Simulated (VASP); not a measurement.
A run of VASP 6.6.1 is set up as follows.

Contents of INCAR:

```
PREC = Accurate
ENCUT = 520
EDIFF = 1E-6
ISMEAR = 0
SIGMA = 0.02
LREAL = F
LASPH = T
NELM = 60
ALGO = Normal
ISIF = 2
LWAVE = F
LCHARG = F
GGA = PS
NBANDS = 31
```

KPOINTS

```
Automatic mesh
0
Gamma
  6 8 4
```

Contents of POSCAR:

```
Al3GaN4
1.0
    5.0434079946      0.0000000000     -0.0000434627
    0.0000000000      3.1300738974      0.0000000000
   -0.0031594113      0.0000000000      5.4992619015
Al Ga N
3 1 4
Direct
    0.5008271294      0.5000000000      0.1669838422
    0.0014243779      0.5000000000      0.8351199139
    0.0016721452      0.0000000000      0.3321731698
    0.5003049097      0.0000000000      0.6656559823
    0.1107482086      0.0000000000      0.6649815437
    0.1217005537      0.5000000000      0.1657784306
    0.6243250027      0.5000000000      0.8415612523
    0.6225966730      0.0000000000      0.3277468651
```

Potentials or basis: VASP PAW PBE potentials, release 64 (Al, Ga_d, N).

Run with:

```console
$ cat potpaw_PBE.64/Al/POTCAR potpaw_PBE.64/Ga_d/POTCAR potpaw_PBE.64/N/POTCAR > POTCAR
$ mpirun -np 1 vasp_std > vasp.out
```

Problem. Estimate the band gap on the k mesh.

Solution. 3.34 eV.

Problem. Estimate the pressure.

Solution. -3.0 GPa.

Problem. Estimate the largest force.

Solution. 0.012 eV/Å.

Stress tensor (GPa, compression positive):
```
-1.53  0.00 -0.02
 0.00 -1.94  0.00
-0.02  0.00 -5.50
```

Caveat: the cell differs from its parent crystal (strain along c alone, the other axes held: +1.5 %, then relaxed in part); the PAW data sets were made with another functional, which shifts forces and pressure a little. A k mesh can miss the band edges.
